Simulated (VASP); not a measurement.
# Al18H3C in VASP: further runs, part 2 of 2

VASP 6.6.1. Earlier steps stand in the parts before.

## Step 4: Single point, PBE+D3(BJ)

File INCAR:

```
  PREC = Accurate
  ENCUT = 520
  EDIFF = 1E-6
  ISMEAR = 0
  SIGMA = 0.15
  LREAL = Auto
  LASPH = T
  NELM = 60
  ALGO = Normal
  ISIF = 2
  LWAVE = F
  LCHARG = F
  GGA = PE
  IVDW = 12
  NBANDS = 48
```

File KPOINTS:

```
regular mesh
0
Gamma
  3 2 1
```

File POSCAR:

```
Al18H3C
1.0
    5.7275650000      0.0000000000      0.0000000000
    4.2956740000      7.4403250000      0.0000000000
    0.0000000000      0.0000000000     15.6765370000
Al C H
18 1 3
Direct
    0.1666665958      0.1111111410      0.0637895984
    0.6666666831      0.1111111410      0.0637895984
    0.1666667458      0.4444444295      0.0637895984
    0.6666666585      0.4444444295      0.0637895984
    0.1666666204      0.7777778524      0.0637895984
    0.6666667077      0.7777778524      0.0637895984
   -0.1576677711      0.2201066486      0.2088222035
    0.3354529881      0.2245927429      0.2088512916
   -0.1648122655      0.5587733063      0.2136809297
    0.3397003001      0.5553571921      0.2116282442
   -0.1608310191      0.8888191040      0.2074752224
    0.3416570497      0.8857825431      0.2124985895
   -0.0012470451      0.0040390709      0.3546749515
    0.5087422878      0.0064663842      0.3538255930
    0.0113062412      0.3253032630      0.3550664920
    0.5118861042      0.3281794814      0.3566766053
    0.0077945045      0.6728961436      0.3540463050
    0.5022728766      0.6657398702      0.3644593190
    0.5477805288      0.6791105227      0.4922498508
    0.7629048584      0.6028469186      0.5090908151
    0.4668053476      0.8193173013      0.5124158480
    0.4406090604      0.6213281006      0.5259473441
```

The run is started by

```bash
> cat potpaw_PBE.64/Al/POTCAR potpaw_PBE.64/C/POTCAR potpaw_PBE.64/H/POTCAR > POTCAR
> mpirun -np 1 vasp_std > vasp.out
```

Run time: 6 min. Hardware: 1 thread of Intel Xeon 8259CL, shared host; peak memory 0.73 GiB.

Results (log left out):

* Free energy: -87.5897 eV
* Largest force: 0.152 eV/Å
* Band gap on the k mesh: zero (an odd number of electrons rules out a gap without spin polarisation)
* Dispersion energy per atom: -0.200 eV

Forces in eV/Å, atoms in the order of the input:
```
Al   0.066  0.062 -0.121
Al  -0.003  0.023 -0.150
Al  -0.016 -0.065  0.005
Al   0.046 -0.070  0.050
Al  -0.013  0.012  0.097
Al   0.070  0.058  0.090
Al  -0.001  0.002 -0.002
Al  -0.001  0.002 -0.001
Al  -0.002  0.002 -0.003
Al   0.000  0.002  0.000
Al  -0.002  0.001 -0.001
Al  -0.002  0.002 -0.003
Al  -0.004  0.001 -0.001
Al   0.002 -0.001  0.000
Al  -0.003  0.003  0.001
Al  -0.004 -0.002  0.001
Al  -0.005  0.001  0.002
Al  -0.003  0.000  0.007
C   -0.021 -0.017 -0.003
H   -0.014 -0.011  0.014
H   -0.036  0.016  0.015
H   -0.053 -0.018  0.003
```

Levels at points of the mesh, in eV from the Fermi level:
| k point | band 27 | band 28 | band 29 | band 30 | band 31 | band 32 | band 33 | band 34 | band 35 | band 36 |
| --- | --- | --- | --- | --- | --- | --- | --- | --- | --- | --- |
| (0.00, 0.00, 0.00) | -0.36 | -0.30 | -0.14 | -0.11 | -0.04 | 0.11 | 0.19 | 0.48 | 1.02 | 1.42 |
| (0.00, 0.50, 0.00) | -1.23 | -0.95 | -0.17 | -0.14 | -0.09 | 0.05 | 0.14 | 0.53 | 1.40 | 1.45 |

Caveat: the k points lie up to 0.42 Å⁻¹ apart, too coarse for converged energies and pressures of a metal; there is no dipole correction, which matters where the two faces differ.

## Step 5: Single point, PBE+D3(BJ)

File INCAR:

```
ALGO = Normal
EDIFF = 1E-6
ENCUT = 520
GGA = PE
ISIF = 2
ISMEAR = 0
IVDW = 12
LASPH = T
LCHARG = F
LREAL = Auto
LWAVE = F
NBANDS = 48
NELM = 60
PREC = Accurate
SIGMA = 0.15
```

File KPOINTS:

```
k-points
0
Gamma
  3 2 1
```

File POSCAR:

```
Al18H3C
1.0
    5.7275650000      0.0000000000      0.0000000000
    4.2956740000      7.4403250000      0.0000000000
    0.0000000000      0.0000000000     15.6765370000
Al C H
18 1 3
Direct
    0.1666665958      0.1111111410      0.0637895984
    0.6666666831      0.1111111410      0.0637895984
    0.1666667458      0.4444444295      0.0637895984
    0.6666666585      0.4444444295      0.0637895984
    0.1666666204      0.7777778524      0.0637895984
    0.6666667077      0.7777778524      0.0637895984
   -0.1532935766      0.2176314879      0.2089307096
    0.3380913869      0.2236777291      0.2083158417
   -0.1607152014      0.5579840934      0.2138411053
    0.3453503638      0.5522745310      0.2095712848
   -0.1564131198      0.8866057598      0.2073960595
    0.3451798022      0.8837542715      0.2132938544
    0.0031381710      0.0015967044      0.3559491487
    0.5090253776      0.0106914685      0.3524722329
    0.0157243626      0.3244682188      0.3546403775
    0.5154093039      0.3307296388      0.3568725669
    0.0259878135      0.6680763273      0.3523992576
    0.5082391659      0.6637550107      0.3641855979
    0.5995545561      0.6892404566      0.4873286109
    0.8178405360      0.6070663580      0.4991279005
    0.5369206219      0.8288448421      0.5043730002
    0.4945776413      0.6406334401      0.5287363529
```

Potentials or basis: VASP PAW PBE potentials, release 64 (Al, C, H).

The run is started by

```bash
> cat potpaw_PBE.64/Al/POTCAR potpaw_PBE.64/C/POTCAR potpaw_PBE.64/H/POTCAR > POTCAR
> mpirun -np 1 vasp_std > vasp.out
```

OUTCAR:

```text
EDIFF = 1E-6
   ENCUT = 520
   GGA = PE
   ISIF = 2
   ISMEAR = 0
   IVDW = 12
   LASPH = T
   LREAL = Auto
   NELM = 60
   PREC = Accurate
 IVDW          = 12

 ion  position               nearest neighbor table
   1  0.167  0.111  0.064-   7 2.77   8 2.83   2 2.86   4 2.86   5 2.86   3 2.86   6 2.86   2 2.86
                            12 2.89
   2  0.667  0.111  0.064-   8 2.79  11 2.80   7 2.83   1 2.86   4 2.86   3 2.86   5 2.86   6 2.86
                             1 2.86
   3  0.167  0.444  0.064-   8 2.80  10 2.84   9 2.86   4 2.86   2 2.86   1 2.86   5 2.86   6 2.86
                             4 2.86
   4  0.667  0.444  0.064-  10 2.79   7 2.83   3 2.86   2 2.86   1 2.86   5 2.86   3 2.86   6 2.86
                             9 2.90
   5  0.167  0.778  0.064-  11 2.76  10 2.84   6 2.86   2 2.86   1 2.86   3 2.86   4 2.86   6 2.86
                            12 2.88
   6  0.667  0.778  0.064-  11 2.81  12 2.83   5 2.86   2 2.86   1 2.86   3 2.86   5 2.86   4 2.86
                             9 2.87
   7  0.847  0.218  0.209-   1 2.77  15 2.81  13 2.81   2 2.83   4 2.83   8 2.84  16 2.84  11 2.85
                            12 2.86  10 2.87   8 2.89   9 2.90
   8  0.338  0.224  0.208-  14 2.76   2 2.79  15 2.80   3 2.80   1 2.83   7 2.84  10 2.84   9 2.87
                            16 2.87   7 2.89  11 2.90  12 2.90
   9  0.839  0.558  0.214-  17 2.79  15 2.81  12 2.81  11 2.84  10 2.85   3 2.86   6 2.87   8 2.87
[... 4 lines left out ...]
                            12 2.86  12 2.87  10 2.87   8 2.90
  12  0.345  0.884  0.213-  14 2.80  13 2.81   9 2.81   6 2.83  10 2.85  11 2.86   7 2.86  11 2.87
                            18 2.88   5 2.88   1 2.89   8 2.90
  13  0.003  0.002  0.356-  14 2.79  17 2.80  12 2.81   7 2.81  15 2.81  16 2.81  11 2.85  18 2.90
                            14 2.94
  14  0.509  0.011  0.352-   8 2.76  15 2.76  16 2.77  13 2.79  12 2.80  11 2.82  13 2.94  17 2.95
                            18 2.99
  15  0.016  0.324  0.355-  14 2.76   8 2.80   7 2.81   9 2.81  13 2.81  16 2.84  16 2.89  18 2.91
                            17 2.98
  16  0.515  0.331  0.357-  14 2.77  13 2.81  10 2.84  15 2.84   7 2.84  18 2.84  17 2.85   8 2.87
                            15 2.89
  17  0.026  0.668  0.352-  10 2.74  18 2.75   9 2.79  11 2.80  13 2.80  16 2.85  14 2.95  15 2.98
                            18 2.99
  18  0.508  0.664  0.364-  19 2.04  17 2.75  16 2.84   9 2.87  12 2.88  13 2.90  15 2.91  10 2.93
                            14 2.99  17 2.99
  19  0.600  0.689  0.487-  21 1.10  22 1.10  20 1.10  18 2.04
[... 215 lines left out ...]
 maximum number of plane-waves:     17998
 NGX is ok and might be reduce to    42
   NGX = 21   NGY = 31   NGZ = 59

 number of electron      60.9999999 magnetization

 Free energy of the ion-electron system (eV)
  ---------------------------------------------------
  ext. energy  EPLUGINS =         0.00000000
  ---------------------------------------------------
  free energy    TOTEN  =       -83.08728745 eV

  energy without entropy =      -82.93996117  energy(sigma->0) =      -83.01362431

 E-fermi :   1.3825     XC(G=0):  -5.9303

 val. band max:        1.3497320625   @ k =   0.3333   0.0000   0.0000
 cond. band min:       1.3998821557   @ k =   0.0000   0.5000   0.0000
 fundamental gap:      0.0501500933
 Fermi energy:         1.3825363087

 k-point     1 :       0.0000    0.0000    0.0000
  band No.  band energies     occupation
      1     -11.3054      2.00000
      2      -8.9996      2.00000
      3      -7.1913      2.00000
      4      -6.3954      2.00000
      5      -6.3617      2.00000
      6      -4.7911      2.00000
[... 169 lines left out ...]
     41       3.9568      0.00000
     42       4.0159      0.00000
 [bands above 42 left out]

------------------------ aborting loop because EDIFF is reached ----------------------------------------

 Edisp (eV)   -4.41420

 E8    (eV) :    -2.0162

  FORCE on cell =-STRESS in cart. coord.  units (eV):
  Direction    XX          YY          ZZ          XY          YZ          ZX
  --------------------------------------------------------------------------------------
  -------------------------------------------------------------------------------------
  Total      -7.54652    -8.80080     0.48061     0.72205    -0.18977    -1.83993
  in kB     -18.09862   -21.10672     1.15263     1.73168    -0.45512    -4.41267
  external pressure =      -12.68 kB  Pullay stress =        0.00 kB

 VOLUME and BASIS-vectors are now :
 -----------------------------------------------------------------------------
  energy-cutoff  :      520.00
  volume of cell :      668.05
      direct lattice vectors                 reciprocal lattice vectors
     5.727565000  0.000000000  0.000000000     0.174594265 -0.100802054  0.000000000
     4.295674000  7.440325000  0.000000000     0.000000000  0.134402731  0.000000000
     0.000000000  0.000000000 15.676537000     0.000000000  0.000000000  0.063789598

 POSITION                                       TOTAL-FORCE (eV/Angst)
 -----------------------------------------------------------------------------------
      1.43189      0.82670      1.00000         0.102194      0.085155     -0.125899
      4.29567      0.82670      1.00000        -0.007614      0.025305     -0.143413
      2.86378      3.30681      1.00000        -0.042511     -0.091014     -0.042501
      5.72757      3.30681      1.00000         0.099647     -0.073310      0.025879
      4.29567      5.78692      1.00000         0.005176      0.009051      0.048954
      7.15946      5.78692      1.00000         0.102319      0.048907      0.135665
[... 14 lines left out ...]
      6.63570      6.16687      7.90682        -0.069143      0.009831      0.030085
      5.58468      4.76652      8.28875        -0.086639     -0.020339      0.030700
 -----------------------------------------------------------------------------------
    total drift:                               -0.002311      0.002270     -0.006642

  FREE ENERGIE OF THE ION-ELECTRON SYSTEM (eV)
  ---------------------------------------------------
  free  energy   TOTEN  =       -87.5014876827 eV

  energy  without entropy=      -87.3541614000  energy(sigma->0) =      -87.42782454
```

Run time: 6.2 min. Hardware: 1 thread of Intel Xeon 8259CL, shared host; peak memory 0.73 GiB.

Results:

```yaml
Free_energy: -87.5015 eV
Largest_force: 0.183 eV/Å
Band_gap_on_the_k_mesh: zero (an odd number of electrons rules out a gap without spin polarisation)
Dispersion_energy_per_atom: -0.201 eV
```

Forces on the atoms (eV/Å):
```
Al   0.102  0.085 -0.126
Al  -0.008  0.025 -0.143
Al  -0.043 -0.091 -0.043
Al   0.100 -0.073  0.026
Al   0.005  0.009  0.049
Al   0.102  0.049  0.136
Al   0.002  0.006 -0.001
Al   0.006  0.002  0.000
Al   0.001  0.007  0.000
Al  -0.001  0.011 -0.001
Al   0.003  0.006  0.000
Al   0.000  0.003 -0.004
Al   0.002  0.009 -0.004
Al   0.007 -0.012  0.001
Al   0.001  0.001  0.003
Al  -0.002 -0.003  0.001
Al  -0.011  0.014  0.003
Al  -0.007 -0.003  0.002
C   -0.061 -0.021  0.019
H   -0.045 -0.013  0.023
H   -0.069  0.010  0.030
H   -0.087 -0.020  0.031
```

Caveat: the k points lie up to 0.42 Å⁻¹ apart, too coarse for converged energies and pressures of a metal; there is no dipole correction, which matters where the two faces differ.

## Step 6: Overview

| cell | gap on the mesh (eV) | largest force (eV/Å) |
| --- | --- | --- |
| as given, atomic positions A | none | 0.20 |
| as given, atomic positions B | none | 0.16 |
| as given, atomic positions C | none | 0.15 |
| as given, atomic positions D | none | 0.18 |

Alike in all rows: task single point; level PBE+D3(BJ); potentials or basis VASP PAW PBE potentials, release 64 (Al, C, H); no spin polarisation; k mesh 3 × 2 × 1; cutoff (eV) 520; smearing gaussian 0.15 eV.

Caveats: all runs use coarse meshes; there is no dipole correction, which matters where the two faces differ.

Absolute energies hang on the potentials; compare differences alone.

The gap in the log of VASP goes by the Fermi energy; the results here count the filled bands.